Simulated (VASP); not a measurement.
# TiC in VASP: a series of runs

TiC is run at these levels: PBE; tasks: single point.

Program: VASP 6.6.1. These are calculated values, not measurements. Logs are shortened: lines on timing, memory, paths and dates and some standing lists are left out, and cuts for length are marked.

**1. The cell of the first run**

The typed cell holds 4 atoms: a = 2.843 Å, b = 2.843 Å, c = 5.792 Å, α = 90.00°, β = 90.00°, γ = 66.62°.

The cell was generated, and may not be a known phase.

**2. Single point, PBE**

Input file INCAR:

```
SYSTEM = TiC
  PREC = Accurate
  ENCUT = 520
  EDIFF = 1E-6
  ISMEAR = 0
  SIGMA = 0.1
  LREAL = .False.
  LASPH = .True.
  NELM = 60
  ALGO = Normal
  ISIF = 2
  LWAVE = .False.
  LCHARG = .True.
  GGA = PE
  LELF = .True.
  LVHAR = .True.
  NBANDS = 24
```

Input file KPOINTS:

```
Automatic mesh
0
Gamma
  6 6 4
  0 0 0
```

Input file POSCAR:

```
TiC
1.0
    2.3756491922     -1.5611834964      0.0000000000
    2.3756491922      1.5611834964      0.0000000000
    0.0000000000      0.0000000000      5.7919476864
Ti C
2 2
Direct
    0.5000000000      0.5000000000      0.0000000000
    0.5000000000      0.5000000000      0.5000000000
    0.0007712833      0.9992287167      0.2500000000
    0.9992287167      0.0007712833      0.7500000000
```

Potentials or basis: VASP PAW PBE potentials, release 64 (Ti_sv, C).

Run with:

```sh
$ cat potpaw_PBE.64/Ti_sv/POTCAR potpaw_PBE.64/C/POTCAR > POTCAR
$ mpirun -np 1 vasp_std > vasp.out
```

OUTCAR:

```text
SYSTEM = TiC
   PREC = Accurate
   ENCUT = 520
   EDIFF = 1E-6
   ISMEAR = 0
   LREAL = .False.
   LASPH = .True.
   NELM = 60
   ISIF = 2
   GGA = PE

 ion  position               nearest neighbor table
   1  0.500  0.500  0.000-   3 2.13   4 2.13   3 2.13   4 2.13   2 2.90   2 2.90
   2  0.500  0.500  0.500-   3 2.13   4 2.13   3 2.13   4 2.13   1 2.90   1 2.90
   3  0.001  0.999  0.250-   1 2.13   2 2.13   1 2.13   2 2.13
   4  0.999  0.001  0.750-   1 2.13   2 2.13   1 2.13   2 2.13

  LATTYP: Found a base centered orthorhombic cell.
 ALAT       =     3.1223669928
 B/A-ratio  =     1.5216976081
 C/A-ratio  =     1.8549862011

  Lattice vectors:

 A1 = (  -2.3756491922,  -1.5611834964,   0.0000000000)
 A2 = (   2.3756491922,  -1.5611834964,   0.0000000000)
 A3 = (   0.0000000000,   0.0000000000,   5.7919476864)

Analysis of symmetry for initial positions (statically):
=====================================================================
 Subroutine PRICEL returns:
 Original cell was already a primitive cell.

 Routine SETGRP: Setting up the symmetry group for a
 base centered orthorhombic supercell.

 Subroutine GETGRP returns: Found  8 space group operations
 (whereof  4 operations were pure point group operations)
 out of a pool of  8 trial point group operations.

The static configuration has the point symmetry C_2h.
 The point group associated with its full space group is D_2h.

Analysis of symmetry for dynamics (positions and initial velocities):
=====================================================================
 Subroutine PRICEL returns:
 Original cell was already a primitive cell.

 Routine SETGRP: Setting up the symmetry group for a
 base centered orthorhombic supercell.

 Subroutine GETGRP returns: Found  8 space group operations
 (whereof  4 operations were pure point group operations)
 out of a pool of  8 trial point group operations.

The dynamic configuration has the point symmetry C_2h.
 The point group associated with its full space group is D_2h.

 Subroutine INISYM returns: Found  8 space group operations
 (whereof  4 operations are pure point group operations),
 and found     1 'primitive' translations

----------------------------------------------------------------------------------------

                                     Primitive cell

  volume of cell :      42.9626

  direct lattice vectors                    reciprocal lattice vectors
     2.375649192 -1.561183496  0.000000000     0.210468785 -0.320269847  0.000000000
     2.375649192  1.561183496  0.000000000     0.210468785  0.320269847  0.000000000
     0.000000000  0.000000000  5.791947686     0.000000000  0.000000000  0.172653493

  length of vectors
     2.842710501  2.842710501  5.791947686     0.383236069  0.383236069  0.172653493

  position of ions in fractional coordinates (direct lattice)
     0.500000000  0.500000000  0.000000000
     0.500000000  0.500000000  0.500000000
     0.000771283  0.999228717  0.250000000
     0.999228717  0.000771283  0.750000000

  ion indices of the primitive-cell ions
   primitive index   ion index
                 1           1
                 2           2
                 3           3
                 4           4

----------------------------------------------------------------------------------------

 KPOINTS: Automatic mesh

Automatic generation of k-mesh.
 Grid dimensions read from file:
 generate k-points for:    6    6    4

 Generating k-lattice:

  Cartesian coordinates                     Fractional coordinates (reciprocal lattice)
     0.035078131 -0.053378308  0.000000000     0.166666667 -0.000000000  0.000000000
     0.035078131  0.053378308  0.000000000    -0.000000000  0.166666667  0.000000000
     0.000000000  0.000000000  0.043163373     0.000000000  0.000000000  0.250000000

  Length of vectors
     0.063872678  0.063872678  0.043163373

  Shift w.r.t. Gamma in fractional coordinates (k-lattice)
     0.000000000  0.000000000  0.000000000

 Subroutine IBZKPT returns following result:
 ===========================================

 Found     39 irreducible k-points:

 Following reciprocal coordinates:
            Coordinates               Weight
  0.000000  0.000000  0.000000      1.000000
  0.166667  0.000000  0.000000      4.000000
  0.333333 -0.000000  0.000000      4.000000
  0.500000  0.000000  0.000000      2.000000
  0.166667  0.166667  0.000000      2.000000
  0.333333  0.166667  0.000000      4.000000
[... 16 lines left out ...]
  0.333333  0.333333  0.250000      4.000000
  0.500000  0.333333  0.250000      8.000000
 [... further k-points ...]
   k-points           NKPTS =     39   k-points in BZ     NKDIM =     39   number of bands    NBANDS=     24
   number of dos      NEDOS =    301   number of ions     NIONS =      4
   total plane-waves  NPLWV =  27648
   dimension x,y,z NGX =    24 NGY =   24 NGZ =   48
   dimension x,y,z NGXF=    48 NGYF=   48 NGZF=   96
   ions per type =               2   2
   NGX,Y,Z   is equivalent  to a cutoff of  14.04, 14.04, 13.78 a.u.
   NGXF,Y,Z  is equivalent  to a cutoff of  28.07, 28.07, 27.55 a.u.
 SYSTEM =  TiC
   PREC   = accura    normal or accurate (medium, high low for compatibility)
   ISTART =      0    job   : 0-new  1-cont  2-samecut
   ICHARG =      2    charge: 1-file 2-atom 10-const
   ISPIN  =      1    spin polarized calculation?
   LNONCOLLINEAR =      F non collinear calculations
   LSORBIT =      F    spin-orbit coupling
   LASPH  =      T    aspherical Exc in radial PAW
   ENCUT  =  520.0 eV  38.22 Ry    6.18 a.u.   5.29  5.29 10.77*2*pi/ulx,y,z
   NELM   =     60;   NELMIN=  2; NELMDL= -5     # of ELM steps
   EDIFF  = 0.1E-05   stopping-criterion for ELM
   LREAL  =      F    real-space projection
[... 7 lines left out ...]
   TEBEG  =    0.0;   TEEND  =   0.0 temperature during run
   PSTRESS=    0.0 pullay stress
   NELECT =      32.0000    total number of electrons
   NUPDOWN=      -1.0000    fix difference up-down
   EMIN   =  10.00;   EMAX   =-10.00  energy-range for DOS
   EFERMI =   0.00;   METHOD = LEGACY
   ISMEAR =     0;   SIGMA  =   0.10  broadening in eV -4-tet -1-fermi 0-gaus
   EFERMI_NEDOS =   21; number of points for ismear=-14 and -15
   IALGO  =     38    algorithm
   IMIX   =      4    mixing-type and parameters
     AMIX     =   0.40;   BMIX     =  1.00
     AMIX_MAG =   1.60;   BMIX_MAG =  1.00
  volume/ion in A,a.u.               =      10.74        72.48
  Fermi-wavevector in a.u.,A,eV,Ry     =   1.483979  2.804314 29.962679  2.202195
  Thomas-Fermi vector in A             =   2.597573
   LORBIT       =      0    0 simple, 1 ext, 2 COOP (PROOUT), +10 PAW based schemes
   GGA     = PE    functional components
   LHFCALC =     F    Hartree Fock is set to
   AEXX    =    0.0000 exact exchange contribution
   IVDW    =     0    specifies the selected vdW correction
   LEPSILON=     F    determine dielectric tensor
   LRPA    =     F    only Hartree local field effects (RPA)
 non-spin polarized calculation
 Gauss-broadening in eV      SIGMA  =   0.10
  energy-cutoff  :      520.00
  volume of cell :       42.96
 maximum number of plane-waves:      1173
 NGX is ok and might be reduce to    24
   NGX = 11   NGY = 11   NGZ = 21

 number of electron      32.0000007 magnetization

 Free energy of the ion-electron system (eV)
  ---------------------------------------------------
  ext. energy  EPLUGINS =         0.00000000
  ---------------------------------------------------
  free energy    TOTEN  =       -34.40844209 eV

  energy without entropy =      -34.40153645  energy(sigma->0) =      -34.40498927

 E-fermi :   9.0101     XC(G=0): -12.4071

 val. band max:        8.9776646932   @ k =   0.5000   0.1667   0.2500
 cond. band min:       9.0207581150   @ k =   0.0000   0.0000   0.2500
 fundamental gap:      0.0430934218
 Fermi energy:         9.0101232711

 k-point     1 :       0.0000    0.0000    0.0000
  band No.  band energies     occupation
      1     -47.6910      2.00000
      2     -47.6432      2.00000
      3     -24.1130      2.00000
      4     -23.8097      2.00000
      5     -23.7799      2.00000
      6     -23.6603      2.00000
[... 16 lines left out ...]
     23      12.1722      0.00000
     24      12.2411      0.00000

 k-point     2 :       0.1667    0.0000    0.0000
  band No.  band energies     occupation
      1     -47.6723      2.00000
      2     -47.6251      2.00000
      3     -24.0840      2.00000
      4     -23.9014      2.00000
      5     -23.8631      2.00000
      6     -23.7074      2.00000
[... 16 lines left out ...]
     23      12.5261      0.00000
     24      13.0984      0.00000

 k-point     3 :       0.3333   -0.0000    0.0000
  band No.  band energies     occupation
      1     -47.6347      2.00000
      2     -47.5886      2.00000
      3     -24.1476      2.00000
      4     -24.0866      2.00000
      5     -24.0255      2.00000
      6     -23.7693      2.00000
[... 16 lines left out ...]
     23      12.9476      0.00000
     24      13.4955      0.00000

 k-point     4 :       0.5000    0.0000    0.0000
  band No.  band energies     occupation
      1     -47.6157      2.00000
      2     -47.5703      2.00000
      3     -24.2767      2.00000
      4     -24.2065      2.00000
      5     -23.9961      2.00000
      6     -23.7908      2.00000
[... 16 lines left out ...]
     23      13.5991      0.00000
     24      13.9225      0.00000

 k-point     5 :       0.1667    0.1667    0.0000
  band No.  band energies     occupation
      1     -47.6637      2.00000
      2     -47.6169      2.00000
      3     -24.0763      2.00000
      4     -23.9615      2.00000
      5     -23.9231      2.00000
      6     -23.6918      2.00000
[... 451 lines left out ...]
 k-point    22 :      -0.1667    0.1667    0.2500
  band No.  band energies     occupation
      1     -47.6417      2.00000
      2     -47.6088      2.00000
      3     -23.9835      2.00000
      4     -23.9379      2.00000
      5     -23.9131      2.00000
      6     -23.8680      2.00000
[... 16 lines left out ...]
     23      12.7961      0.00000
     24      12.9588      0.00000

 k-point    23 :       0.3333    0.3333    0.2500
  band No.  band energies     occupation
      1     -47.6022      2.00000
      2     -47.5706      2.00000
      3     -24.2478      2.00000
      4     -24.2099      2.00000
      5     -23.9438      2.00000
      6     -23.7829      2.00000
[... 16 lines left out ...]
     23      12.8190      0.00000
     24      13.5851      0.00000

 k-point    24 :       0.5000    0.3333    0.2500
  band No.  band energies     occupation
      1     -47.5833      2.00000
      2     -47.5521      2.00000
      3     -24.3206      2.00000
      4     -24.2801      2.00000
      5     -23.9162      2.00000
      6     -23.8609      2.00000
[... 16 lines left out ...]
     23      13.2523      0.00000
     24      14.1711      0.00000

 [... further k-points ...]
[... 5 lines left out ...]
  --------------------------------------------------------------------------------------
  -------------------------------------------------------------------------------------
  Total       -0.0540365      0.0765572      0.0864106      0.0000000      0.0000000      0.0000000
  in kB       -2.0151481      2.8549991      3.2224540      0.0000000      0.0000000      0.0000000
  external PRESSURE =       1.3541017 kB  Pullay stress =       0.0000000 kB

 VOLUME and BASIS-vectors are now :
 -----------------------------------------------------------------------------
  energy-cutoff  :      520.00
  volume of cell :       42.96
      direct lattice vectors                 reciprocal lattice vectors
     2.375649192 -1.561183496  0.000000000     0.210468785 -0.320269847  0.000000000
     2.375649192  1.561183496  0.000000000     0.210468785  0.320269847  0.000000000
     0.000000000  0.000000000  5.791947686     0.000000000  0.000000000  0.172653493

 POSITION                                       TOTAL-FORCE (eV/Angst)
 -----------------------------------------------------------------------------------
      2.37565      0.00000      0.00000        -0.000000     -0.000000      0.000000
      2.37565      0.00000      2.89597         0.000000      0.000000      0.000000
      2.37565      1.55878      1.44799         0.000000      0.036381      0.000000
      2.37565     -1.55878      4.34396         0.000000     -0.036381     -0.000000
 -----------------------------------------------------------------------------------
    total drift:                               -0.000000     -0.000000     -0.000000

  FREE ENERGIE OF THE ION-ELECTRON SYSTEM (eV)
  ---------------------------------------------------
  free  energy   TOTEN  =       -34.4084420905 eV

  energy  without entropy=      -34.4015364534  energy(sigma->0) =      -34.40498927
```

It took 60 s on 1 thread of Intel Xeon 8259CL, shared host; peak memory 0.19 GiB.

Results:

```
Free energy            : -34.4084 eV
Pressure               : 0.1 GPa
Largest force          : 0.036 eV/Å
Band gap on the k mesh : zero (bands 16 and 17 overlap by 1.21 eV)
```

Forces in eV/Å, atoms in the order of the input:
```
Ti   0.000  0.000  0.000
Ti   0.000  0.000  0.000
C    0.000  0.036  0.000
C    0.000 -0.036  0.000
```

Caveat: the k points lie up to 0.40 Å⁻¹ apart, too coarse for converged energies and pressures of a metal.

**3. Single point, PBE**

This run uses another cell than the first one, of 10.66 Å³/atom.

Input file INCAR:

```
SYSTEM = TiC
PREC = Accurate ; ENCUT = 520
EDIFF = 1E-6 ; ISMEAR = 0
SIGMA = 0.2 ; LREAL = .False.
LASPH = .True. ; NELM = 100
ALGO = Normal ; ISIF = 2
LWAVE = .False. ; LCHARG = .False.
GGA = PE ; NBANDS = 24
```

Input file KPOINTS:

```
regular mesh
0
Gamma
  8 8 4
  0 0 0
```

Input file POSCAR:

```
TiC
1.0
    1.5682588628      2.3502990059      0.0000000000
    0.0000000000      0.0000000000     -2.8930113546
   -4.7047765883      2.3502990059      0.0000000000
Ti C
2 2
Direct
    0.2500000000      0.0000000000      0.7500000000
    0.7500000000      0.0000000000      0.2500000000
    1.0000000000      0.5000000000      1.0000000000
    0.5000000000      0.5000000000      0.5000000000
```

Potentials or basis: VASP PAW PBE potentials, release 64 (Ti_sv, C).

Run with:

```sh
$ cat potpaw_PBE.64/Ti_sv/POTCAR potpaw_PBE.64/C/POTCAR > POTCAR
$ mpirun -np 1 vasp_std > vasp.out
```

It took 1.7 min on 1 thread of Intel Xeon 8259CL, shared host; peak memory 0.21 GiB.

The run converged. Its results:

```yaml
Free_energy: -34.3957 eV
Pressure: 0.2 GPa
Band_gap_on_the_k_mesh: zero (bands 16 and 17 overlap by 0.86 eV)
```

Stress tensor (GPa, compression positive):
```
0.30 0.49 0.00
0.49 0.08 0.00
0.00 0.00 0.09
```

Levels at points of the mesh, in eV from the Fermi level:
```
           k point  band 13  band 14  band 15  band 16  band 17  band 18  band 19  band 20
(0.00, 0.00, 0.00)    -2.42    -1.54    -0.28     0.56     1.03     1.45     2.08     2.36
(0.50, 0.00, 0.00)    -2.74    -2.74    -1.30    -1.30     1.23     1.23     1.80     1.80
(0.00, 0.50, 0.00)    -2.59    -2.45    -1.39     0.25     0.82     0.93     1.77     1.99
(0.50, 0.50, 0.00)    -4.05    -4.05    -1.88    -1.88     0.31     0.31     3.81     3.81
(0.00, 0.00, 0.50)    -2.01    -2.01    -1.43    -1.43     1.46     1.46     2.05     2.05
(0.50, 0.00, 0.50)    -2.81    -2.42    -0.82    -0.59     1.08     1.73     1.88     2.36
(0.00, 0.50, 0.50)    -2.44    -2.44    -0.39    -0.39     1.31     1.31     1.73     1.73
(0.50, 0.50, 0.50)    -3.96    -3.02    -2.59    -1.39     0.82     1.76     3.00     3.67
```

The gap in the log of VASP goes by the Fermi energy; the results here count the filled bands.